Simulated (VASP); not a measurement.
# ZrIn2Se3 (P-4m2) in VASP: a series of runs, part 2 of 2

VASP 6.6.1.

### 4 Single point, PBE, collinear spin, ferromagnetic start

This run uses another cell than the first one, of 23.46 Å³/atom, 1.074 times its volume.

Input file INCAR:

```
ALGO = Normal
EDIFF = 1E-7
ENCUT = 520
GGA = PE
ISIF = 2
ISMEAR = 0
ISPIN = 2
LASPH = T
LCHARG = T
LELF = T
LMAXMIX = 4
LORBIT = 11
LREAL = F
LVHAR = T
LWAVE = F
MAGMOM = 1 0 0 0 0 0
NBANDS = 41
NELM = 150
PREC = Accurate
SIGMA = 0.1
```

Input file KPOINTS:

```
k-points
0
Gamma
  4 4 2
```

Input file POSCAR:

```
ZrIn2Se3
1.0
    3.9134235458      0.0000000000      0.0000000000
    0.0000000000      3.9134235458      0.0000000000
    0.0000000000      0.0000000000      9.1912808353
Zr In Se
1 2 3
Direct
    0.5000000000      0.5000000000      0.0000000000
    0.5000000000      0.0000000000      0.6988925941
    0.0000000000      0.5000000000      0.3011074059
    0.5000000000      0.0000000000      0.3668272455
    0.0000000000      0.5000000000      0.6331727545
    0.0000000000      0.0000000000      0.0000000000
```

Potentials or basis: VASP PAW PBE potentials, release 64 (Zr_sv, In_d, Se).

Run with:

```bash
cat potpaw_PBE.64/Zr_sv/POTCAR potpaw_PBE.64/In_d/POTCAR potpaw_PBE.64/Se/POTCAR > POTCAR
mpirun -np 1 vasp_std > vasp.out
```

OUTCAR:

```text
EDIFF = 1E-7
   ENCUT = 520
   GGA = PE
   ISIF = 2
   ISMEAR = 0
   ISPIN = 2
   LASPH = T
   LORBIT = 11
   LREAL = F
   NELM = 150
   PREC = Accurate

 ion  position               nearest neighbor table
   1  0.500  0.500  0.000-   6 2.77   6 2.77   6 2.77   6 2.77   3 3.39   3 3.39   2 3.39   2 3.39

   2  0.500  0.000  0.699-   5 2.83   5 2.83   5 2.83   5 2.83   4 3.05   1 3.39   6 3.39   6 3.39
                             1 3.39
   3  0.000  0.500  0.301-   4 2.83   4 2.83   4 2.83   4 2.83   5 3.05   6 3.39   1 3.39   6 3.39
                             1 3.39
   4  0.500  0.000  0.367-   3 2.83   3 2.83   3 2.83   3 2.83   2 3.05
   5  0.000  0.500  0.633-   2 2.83   2 2.83   2 2.83   2 2.83   3 3.05
   6  0.000  0.000  0.000-   1 2.77   1 2.77   1 2.77   1 2.77   3 3.39   3 3.39   2 3.39   2 3.39

  LATTYP: Found a simple tetragonal cell.
 ALAT       =     3.9134235458
 C/A-ratio  =     2.3486547591

  Lattice vectors:

 A1 = (   3.9134235458,   0.0000000000,   0.0000000000)
 A2 = (   0.0000000000,   3.9134235458,   0.0000000000)
 A3 = (   0.0000000000,   0.0000000000,   9.1912808353)

Analysis of symmetry for initial positions (statically):
=====================================================================
 Subroutine PRICEL returns:
 Original cell was already a primitive cell.

 Routine SETGRP: Setting up the symmetry group for a
 simple tetragonal supercell.

 Subroutine GETGRP returns: Found  8 space group operations
 (whereof  8 operations were pure point group operations)
 out of a pool of 16 trial point group operations.

The static configuration has the point symmetry D_2d.

Analysis of symmetry for dynamics (positions and initial velocities):
=====================================================================
 Subroutine PRICEL returns:
 Original cell was already a primitive cell.

 Routine SETGRP: Setting up the symmetry group for a
 simple tetragonal supercell.

 Subroutine GETGRP returns: Found  8 space group operations
 (whereof  8 operations were pure point group operations)
 out of a pool of 16 trial point group operations.

The dynamic configuration has the point symmetry D_2d.

Analysis of structural, dynamic, and magnetic symmetry:
=====================================================================
 Subroutine PRICEL returns:
 Original cell was already a primitive cell.

 Routine SETGRP: Setting up the symmetry group for a
 simple tetragonal supercell.

 Subroutine GETGRP returns: Found  8 space group operations
 (whereof  8 operations were pure point group operations)
 out of a pool of 16 trial point group operations.

The overall configuration has the point symmetry D_2d.

 Subroutine INISYM returns: Found  8 space group operations
 (whereof  8 operations are pure point group operations),
 and found     1 'primitive' translations

----------------------------------------------------------------------------------------

                                     Primitive cell

  volume of cell :     140.7634

  direct lattice vectors                    reciprocal lattice vectors
     3.913423546  0.000000000  0.000000000     0.255530736  0.000000000  0.000000000
[... 84 lines left out ...]
   NSW    =      0    number of steps for IOM
   IBRION =     -1    ionic relax: 0-MD 1-quasi-New 2-CG
   NFREE  =      0    steps in history (QN), initial steepest desc. (CG)
   ISIF   =      2    stress and relaxation
   ISYM   =      2    0-nonsym 1-usesym 2-fastsym
   POTIM  = 0.5000    time-step for ionic-motion
   TEBEG  =    0.0;   TEEND  =   0.0 temperature during run
   PSTRESS=    0.0 pullay stress
   NELECT =      56.0000    total number of electrons
   NUPDOWN=      -1.0000    fix difference up-down
   EMIN   =  10.00;   EMAX   =-10.00  energy-range for DOS
   EFERMI =   0.00;   METHOD = LEGACY
   ISMEAR =     0;   SIGMA  =   0.10  broadening in eV -4-tet -1-fermi 0-gaus
   EFERMI_NEDOS =   21; number of points for ismear=-14 and -15
   IALGO  =     38    algorithm
   IMIX   =      4    mixing-type and parameters
     AMIX     =   0.40;   BMIX     =  1.00
     AMIX_MAG =   1.60;   BMIX_MAG =  1.00
  volume/ion in A,a.u.               =      23.46       158.32
  Fermi-wavevector in a.u.,A,eV,Ry     =   1.204040  2.275306 19.724535  1.449712
  Thomas-Fermi vector in A             =   2.339776
   LORBIT       =     11    0 simple, 1 ext, 2 COOP (PROOUT), +10 PAW based schemes
   GGA     = PE    functional components
   LHFCALC =     F    Hartree Fock is set to
   AEXX    =    0.0000 exact exchange contribution
   IVDW    =     0    specifies the selected vdW correction
   LEPSILON=     F    determine dielectric tensor
   LRPA    =     F    only Hartree local field effects (RPA)
 spin polarized calculation
 Gauss-broadening in eV      SIGMA  =   0.10
  energy-cutoff  :      520.00
  volume of cell :      140.76
 maximum number of plane-waves:      3848
 NGX is ok and might be reduce to    30
   NGX = 15   NGY = 15   NGZ = 35

 number of electron      56.0000010 magnetization       0.0110962

 Free energy of the ion-electron system (eV)
  ---------------------------------------------------
  ext. energy  EPLUGINS =         0.00000000
  ---------------------------------------------------
  free energy    TOTEN  =       -26.72616927 eV

  energy without entropy =      -26.71444376  energy(sigma->0) =      -26.72030652

 E-fermi :   6.8967     XC(G=0): -10.2650

 val. band max:        6.8890820629   @ k =   0.5000   0.5000   0.0000
 cond. band min:       6.9051778912   @ k =   0.5000   0.5000   0.0000
 fundamental gap:      0.0160958284
 Fermi energy:         6.8967357002

 spin component 1

 k-point     1 :       0.0000    0.0000    0.0000
  band No.  band energies     occupation
      1     -43.4983      1.00000
      2     -21.4919      1.00000
      3     -21.4864      1.00000
      4     -21.4864      1.00000
      5      -8.0746      1.00000
      6      -7.9661      1.00000
[... 505 lines left out ...]
     39      12.0715      0.00000
     40      15.0129      0.00000
 Fermi energy:         6.8967357002

 spin component 2

 k-point     1 :       0.0000    0.0000    0.0000
  band No.  band energies     occupation
      1     -43.4934      1.00000
      2     -21.4842      1.00000
      3     -21.4817      1.00000
      4     -21.4817      1.00000
      5      -8.0747      1.00000
      6      -7.9662      1.00000
[... 505 lines left out ...]
     39      12.0711      0.00000
     40      15.0153      0.00000
 [bands above 40 left out]

------------------------ aborting loop because EDIFF is reached ----------------------------------------

  FORCE on cell =-STRESS in cart. coord.  units (eV):
  Direction    XX          YY          ZZ          XY          YZ          ZX
  --------------------------------------------------------------------------------------
  -------------------------------------------------------------------------------------
  Total        0.1622398      0.1622398      0.1283185      0.0000000      0.0000000     -0.0000000
  in kB        1.8466228      1.8466228      1.4605287      0.0000000      0.0000000     -0.0000000
  external PRESSURE =       1.7179248 kB  Pullay stress =       0.0000000 kB

 VOLUME and BASIS-vectors are now :
 -----------------------------------------------------------------------------
  energy-cutoff  :      520.00
  volume of cell :      140.76
      direct lattice vectors                 reciprocal lattice vectors
     3.913423546  0.000000000  0.000000000     0.255530736  0.000000000  0.000000000
     0.000000000  3.913423546  0.000000000     0.000000000  0.255530736  0.000000000
     0.000000000  0.000000000  9.191280835     0.000000000  0.000000000  0.108798765

 POSITION                                       TOTAL-FORCE (eV/Angst)
 -----------------------------------------------------------------------------------
      1.95671      1.95671      0.00000         0.000000      0.000000      0.000000
      1.95671      0.00000      6.42372         0.000000     -0.000000     -0.026495
      0.00000      1.95671      2.76756        -0.000000     -0.000000      0.026495
      1.95671      0.00000      3.37161         0.000000     -0.000000     -0.013365
      0.00000      1.95671      5.81967        -0.000000     -0.000000      0.013365
      0.00000      0.00000      0.00000         0.000000     -0.000000      0.000000
 -----------------------------------------------------------------------------------
    total drift:                                0.000000      0.000000     -0.000000

  FREE ENERGIE OF THE ION-ELECTRON SYSTEM (eV)
  ---------------------------------------------------
  free  energy   TOTEN  =       -26.7261692710 eV

  energy  without entropy=      -26.7144437602  energy(sigma->0) =      -26.72030652

 total charge

# of ion       s       p       d       tot
------------------------------------------
    1        2.129   5.941   1.574   9.645
    2        0.911   0.515   9.888  11.313
    3        0.911   0.515   9.888  11.313
    4        1.481   2.302   0.029   3.812
    5        1.481   2.302   0.029   3.812
    6        1.445   2.395   0.049   3.890
--------------------------------------------------
tot          8.357  13.971  21.457  43.785

 magnetization (x)

# of ion       s       p       d       tot
------------------------------------------
    1        0.000   0.000   0.007   0.008
    2       -0.000   0.000   0.000  -0.000
    3       -0.000   0.000   0.000  -0.000
    4        0.000  -0.000   0.000  -0.000
    5        0.000  -0.000   0.000  -0.000
    6       -0.000  -0.000   0.000  -0.000
--------------------------------------------------
tot         -0.000  -0.000   0.008   0.007
```

Wall time 5 min (1 thread of Intel Xeon 6975P-C, shared host); peak memory 0.35 GiB.

Results:

- Free energy: -26.7262 eV
- Pressure: 0.2 GPa
- Largest force: 0.026 eV/Å
- Band gap on the k mesh: zero (filled and empty bands overlap)
- Net moment: 0.01 μB per cell
- Valence electrons inside the program's atomic spheres: Zr 9.64; In 11.31; Se 3.81, 3.89

Forces on the atoms (eV/Å):
```
Zr   0.000  0.000  0.000
In   0.000  0.000 -0.026
In   0.000  0.000  0.026
Se   0.000  0.000 -0.013
Se   0.000  0.000  0.013
Se   0.000  0.000  0.000
```

Caveat: the k points lie up to 0.40 Å⁻¹ apart; spin-orbit coupling is left out, which moves the levels of the heavy elements.

### 5 Overview

| task | spin | cell | k mesh | cutoff (eV) | gap on the mesh (eV) | pressure (GPa) | largest force (eV/Å) |
| --- | --- | --- | --- | --- | --- | --- | --- |
| relaxation of cell and atoms | off | relaxed from a = 3.881, b = 3.881, c = 8.705 Å, 6 atoms | 4 × 4 × 2 | 600 | none | 0.3 | 0.04 |
| single point | off | a = 3.917, b = 3.917, c = 9.210 Å, 6 atoms | 10 × 10 × 4 | 520 | none | 0.0 | - |
| single point | collinear, ferromagnetic start | a = 3.913, b = 3.913, c = 9.191 Å, 6 atoms | 4 × 4 × 2 | 520 | none | 0.2 | 0.03 |

Alike in all rows: level PBE; potentials or basis VASP PAW PBE potentials, release 64 (Zr_sv, In_d, Se); smearing gaussian 0.1 eV.

Caveats: some runs use coarse meshes; spin-orbit coupling is left out, which moves the levels of the heavy elements.

Total energies depend on the potentials used, so only differences within one code and one set of settings carry meaning.
